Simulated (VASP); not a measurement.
# Ta (Fm-3m) in VASP: further runs

The runs below take Ta through single point, relaxation of cell and atoms, with r2SCAN.

Program: VASP 6.6.1. These are calculated values, not measurements. Logs are shortened: lines on timing, memory, paths and dates and some standing lists are left out, and cuts for length are marked.

## 1. The cell of the first run

The structure is cubic, space group Fm-3m (No. 225). Conventional cell: a = 4.206 Å, b = 4.206 Å, c = 4.206 Å, α = 90.00°, β = 90.00°, γ = 90.00°. Ta (site symmetry m-3m) has 12 Ta at 2.97 Å within 3.9 Å.

This isn't the form of Ta at room conditions, which is bcc.

## 2. Single point, r2SCAN

File POSCAR:

```
Ta
1.0
    0.0000000000      2.1030050449      2.1030050449
    2.1030050449      0.0000000000      2.1030050449
    2.1030050449      2.1030050449      0.0000000000
Ta
1
Direct
    0.0000000000      0.0000000000      0.0000000000
```

File INCAR.step1:

```
ALGO = Normal ; EDIFF = 1E-5
ENCUT = 550 ; GGA = PE
GGA_COMPAT = F ; ISMEAR = -1
LASPH = T ; LCHARG = F
LREAL = F ; LWAVE = T
NBANDS = 12 ; NELM = 120
PREC = Accurate ; SIGMA = 0.1
```

File INCAR.step2:

```
ALGO = Normal ; EDIFF = 1E-6
ENCUT = 550 ; GGA_COMPAT = F
ISIF = 2 ; ISMEAR = -1
ISTART = 1 ; LASPH = T
LCHARG = F ; LMIXTAU = T
LREAL = F ; LWAVE = F
METAGGA = R2SCAN ; NBANDS = 12
NELM = 120 ; PREC = Accurate
SIGMA = 0.1
```

File KPOINTS:

```
k-points
0
Gamma
  9 9 9
```

Potentials or basis: VASP PAW PBE potentials, release 64 (Ta_pv).

Command:

```bash
$ cat potpaw_PBE.64/Ta_pv/POTCAR > POTCAR
$ cp INCAR.step1 INCAR
$ mpirun -np 1 vasp_std > vasp.out
$ cp INCAR.step2 INCAR
$ mpirun -np 1 vasp_std > vasp.out
```

OUTCAR:

```text
EDIFF = 1E-6
   ENCUT = 550
   ISIF = 2
   ISMEAR = -1
   ISTART = 1
   LASPH = T
   LREAL = F
   METAGGA = R2SCAN
   NELM = 120
   PREC = Accurate

 ion  position               nearest neighbor table
   1  0.000  0.000  0.000-

  LATTYP: Found a face centered cubic cell.
 ALAT       =     4.2060100898

  Lattice vectors:

 A1 = (   0.0000000000,   2.1030050449,   2.1030050449)
 A2 = (   2.1030050449,   0.0000000000,   2.1030050449)
 A3 = (   2.1030050449,   2.1030050449,   0.0000000000)

Analysis of symmetry for initial positions (statically):
=====================================================================
 Subroutine PRICEL returns:
 Original cell was already a primitive cell.

 Routine SETGRP: Setting up the symmetry group for a
 face centered cubic supercell.

 Subroutine GETGRP returns: Found 48 space group operations
 (whereof 48 operations were pure point group operations)
 out of a pool of 48 trial point group operations.

The static configuration has the point symmetry O_h .

Analysis of symmetry for dynamics (positions and initial velocities):
=====================================================================
 Subroutine PRICEL returns:
 Original cell was already a primitive cell.

 Routine SETGRP: Setting up the symmetry group for a
 face centered cubic supercell.

 Subroutine GETGRP returns: Found 48 space group operations
 (whereof 48 operations were pure point group operations)
 out of a pool of 48 trial point group operations.

The dynamic configuration has the point symmetry O_h .

 Subroutine INISYM returns: Found 48 space group operations
 (whereof 48 operations are pure point group operations),
 and found     1 'primitive' translations

----------------------------------------------------------------------------------------

                                     Primitive cell

  volume of cell :      18.6016

  direct lattice vectors                    reciprocal lattice vectors
     0.000000000  2.103005045  2.103005045    -0.237755017  0.237755017  0.237755017
     2.103005045  0.000000000  2.103005045     0.237755017 -0.237755017  0.237755017
     2.103005045  2.103005045  0.000000000     0.237755017  0.237755017 -0.237755017

  length of vectors
     2.974098256  2.974098256  2.974098256     0.411803769  0.411803769  0.411803769

  position of ions in fractional coordinates (direct lattice)
     0.000000000  0.000000000  0.000000000
[... 81 lines left out ...]
   NFREE  =      0    steps in history (QN), initial steepest desc. (CG)
   ISIF   =      2    stress and relaxation
   ISYM   =      2    0-nonsym 1-usesym 2-fastsym
   POTIM  = 0.5000    time-step for ionic-motion
   TEBEG  =    0.0;   TEEND  =   0.0 temperature during run
   PSTRESS=    0.0 pullay stress
   NELECT =      11.0000    total number of electrons
   NUPDOWN=      -1.0000    fix difference up-down
   EMIN   =  10.00;   EMAX   =-10.00  energy-range for DOS
   EFERMI =   0.00;   METHOD = LEGACY
   ISMEAR =    -1;   SIGMA  =   0.10  broadening in eV -4-tet -1-fermi 0-gaus
   EFERMI_NEDOS =   21; number of points for ismear=-14 and -15
   IALGO  =     38    algorithm
   IMIX   =      4    mixing-type and parameters
     AMIX     =   0.40;   BMIX     =  1.00
     AMIX_MAG =   1.60;   BMIX_MAG =  1.00
  volume/ion in A,a.u.               =      18.60       125.53
  Fermi-wavevector in a.u.,A,eV,Ry     =   1.374112  2.596695 25.690294  1.888183
  Thomas-Fermi vector in A             =   2.499568
   LORBIT       =      0    0 simple, 1 ext, 2 COOP (PROOUT), +10 PAW based schemes
   METAGGA = R2SCAN    functional components
   LHFCALC =     F    Hartree Fock is set to
   AEXX    =    0.0000 exact exchange contribution
   IVDW    =     0    specifies the selected vdW correction
   LEPSILON=     F    determine dielectric tensor
   LRPA    =     F    only Hartree local field effects (RPA)
 non-spin polarized calculation
  energy-cutoff  :      550.00
  volume of cell :       18.60
 maximum number of plane-waves:       556
   NGX = 11   NGY = 11   NGZ = 11

 number of electron      11.0000001 magnetization

 Free energy of the ion-electron system (eV)
  ---------------------------------------------------
  ext. energy  EPLUGINS =         0.00000000
  ---------------------------------------------------
  free energy    TOTEN  =       -48.37238280 eV

  energy without entropy =      -48.34550842  energy(sigma->0) =      -48.35894561

 E-fermi :   5.5090     XC(G=0): -13.5804

 val. band max:        5.2803397356   @ k =   0.1111   0.1111   0.0000
 cond. band min:       5.5517331618   @ k =   0.1111   0.0000   0.0000
 fundamental gap:      0.2713934262
 Fermi energy:         5.5089551427

 k-point     1 :       0.0000    0.0000    0.0000
  band No.  band energies     occupation
      1     -29.3060      2.00000
      2     -29.3060      2.00000
      3     -29.3060      2.00000
      4      -3.1334      2.00000
      5       5.9843      0.01710
      6       5.9843      0.01710
      7       5.9843      0.01710
      8       9.2742      0.00000
      9       9.2742      0.00000
     10      16.9470      0.00000
     11      18.5188      0.00000
     12      23.8529      0.00000
[... 331 lines left out ...]
 k-point    24 :       0.4444    0.4444    0.0000
  band No.  band energies     occupation
      1     -30.3106      2.00000
      2     -29.6882      2.00000
      3     -29.6882      2.00000
      4       0.9142      2.00000
      5       1.9950      2.00000
      6       7.9246      0.00000
      7      11.5916      0.00000
      8      11.7421      0.00000
      9      11.7421      0.00000
     10      16.9371      0.00000
     11      17.8497      0.00000
     12      17.8497      0.00000

 [... further k-points ...]

------------------------ aborting loop because EDIFF is reached ----------------------------------------

  FORCE on cell =-STRESS in cart. coord.  units (eV):
  Direction    XX          YY          ZZ          XY          YZ          ZX
  --------------------------------------------------------------------------------------
  -------------------------------------------------------------------------------------
  Total        0.0426534      0.0426534      0.0426534     -0.0000000      0.0000000     -0.0000000
  in kB        3.6737819      3.6737819      3.6737819     -0.0000000      0.0000000     -0.0000000
  external PRESSURE =       3.6737819 kB  Pullay stress =       0.0000000 kB

 VOLUME and BASIS-vectors are now :
 -----------------------------------------------------------------------------
  energy-cutoff  :      550.00
  volume of cell :       18.60
      direct lattice vectors                 reciprocal lattice vectors
     0.000000000  2.103005045  2.103005045    -0.237755017  0.237755017  0.237755017
     2.103005045  0.000000000  2.103005045     0.237755017 -0.237755017  0.237755017
     2.103005045  2.103005045  0.000000000     0.237755017  0.237755017 -0.237755017

 POSITION                                       TOTAL-FORCE (eV/Angst)
 -----------------------------------------------------------------------------------
      0.00000      0.00000      0.00000         0.000000      0.000000      0.000000
 -----------------------------------------------------------------------------------
    total drift:                               -0.000000      0.000000      0.000000

  FREE ENERGIE OF THE ION-ELECTRON SYSTEM (eV)
  ---------------------------------------------------
  free  energy   TOTEN  =       -48.3723828028 eV

  energy  without entropy=      -48.3455084234  energy(sigma->0) =      -48.35894561
```

OUTCAR.step1:

```text
EDIFF = 1E-5
   ENCUT = 550
   GGA = PE
   ISMEAR = -1
   LASPH = T
   LREAL = F
[... 573 lines left out ...]

 POSITION                                       TOTAL-FORCE (eV/Angst)
 -----------------------------------------------------------------------------------
      0.00000      0.00000      0.00000         0.000000      0.000000      0.000000
 -----------------------------------------------------------------------------------
    total drift:                               -0.000000     -0.000000     -0.000000

  FREE ENERGIE OF THE ION-ELECTRON SYSTEM (eV)
  ---------------------------------------------------
  free  energy   TOTEN  =       -11.6059404706 eV

  energy  without entropy=      -11.5748504934  energy(sigma->0) =      -11.59039548
```

Wall time 17 s (1 thread of Intel Xeon Platinum 8488C (Sapphire Rapids), shared host); peak memory 0.15 GiB.

What came out:

```
Free energy            : -48.3724 eV
Pressure               : 0.4 GPa
Band gap on the k mesh : zero (an odd number of electrons rules out a gap without spin polarisation)
```

Caveat: the PAW data sets were made with another functional, which shifts forces and pressure a little; spin-orbit coupling is left out, which moves the levels of the heavy elements.

## 3. Relaxation of cell and atoms, r2SCAN

This run uses another cell than the first one, of 18.00 Å³/atom.

File POSCAR:

```
Ta
1.0
    0.0000000000      2.0800000000      2.0800000000
    2.0800000000      0.0000000000      2.0800000000
    2.0800000000      2.0800000000      0.0000000000
Ta
1
Direct
    0.0000000000      0.0000000000      0.0000000000
```

File INCAR.step1:

```
  PREC = Accurate
  ENCUT = 550
  ISMEAR = -1
  SIGMA = 0.1
  LREAL = F
  LASPH = T
  NELM = 120
  GGA = PE
  ALGO = Normal
  EDIFF = 1E-5
  LWAVE = T
  LCHARG = F
  GGA_COMPAT = F
  IBRION = 2
  ISIF = 3
  EDIFFG = -0.005
  NELMIN = 4
  NSW = 100
```

File INCAR.step2:

```
  PREC = Accurate
  ENCUT = 550
  EDIFF = 1E-7
  ISMEAR = -1
  SIGMA = 0.1
  LREAL = F
  LASPH = T
  NELM = 120
  ALGO = Normal
  ISIF = 3
  LWAVE = F
  LCHARG = F
  METAGGA = R2SCAN
  LMIXTAU = T
  IBRION = 2
  NSW = 80
  EDIFFG = -0.03
  ISTART = 1
  GGA_COMPAT = F
  NELMIN = 4
```

File KPOINTS:

```
regular mesh
0
Gamma
  9 9 9
```

Potentials or basis: VASP PAW PBE potentials, release 64 (Ta_pv).

Command:

```bash
$ cat potpaw_PBE.64/Ta_pv/POTCAR > POTCAR
$ cp INCAR.step1 INCAR
$ mpirun -np 1 vasp_std > vasp.out
$ cp INCAR.step2 INCAR
$ mpirun -np 1 vasp_std > vasp.out
```

Run time: 88 s. Hardware: 1 thread of Intel Xeon Platinum 8488C (Sapphire Rapids), shared host; peak memory 0.16 GiB.

It converged, with:

```
Free energy                           : -48.3723 eV
Relaxed volume                        : 18.66 Å³/atom
Relaxed cell                          : a = 2.977 Å, b = 2.977 Å, c = 2.977 Å, α = 60.00°, β = 60.00°, γ = 60.00°
Space group after relaxing (to 0.1 Å) : Fm-3m (No. 225)
Energy gained by relaxing             : 15.0 meV/atom
Ionic steps                           : 3
Pressure after relaxing               : -0.2 GPa
Band gap on the k mesh                : zero (an odd number of electrons rules out a gap without spin polarisation)
```

The path:
| step | energy change (eV) | largest force (eV/Å) | pressure (GPa) | volume (Å³) |
| --- | --- | --- | --- | --- |
| 1 | 0.0000 | 0.0000 | 7.70 | 18.00 |
| 2 | 0.0711 | 0.0000 | -15.03 | 20.35 |
| 3 | -0.0150 | 0.0000 | -0.24 | 18.66 |

Final structure:
```
CELL_PARAMETERS angstrom
0.00000 2.10530 2.10530
2.10530 0.00000 2.10530
2.10530 2.10530 0.00000
ATOMIC_POSITIONS crystal
Ta 0.00000 0.00000 0.00000
```

Levels at points of the mesh, in eV from the Fermi level:
```
           k point  band 3  band 4  band 5  band 6  band 7  band 8
(0.00, 0.00, 0.00)  -34.83   -8.63    0.48    0.48    0.48    3.75
```

Caveat: the PAW data sets were made with another functional, which shifts forces and pressure a little; spin-orbit coupling is left out, which moves the levels of the heavy elements.
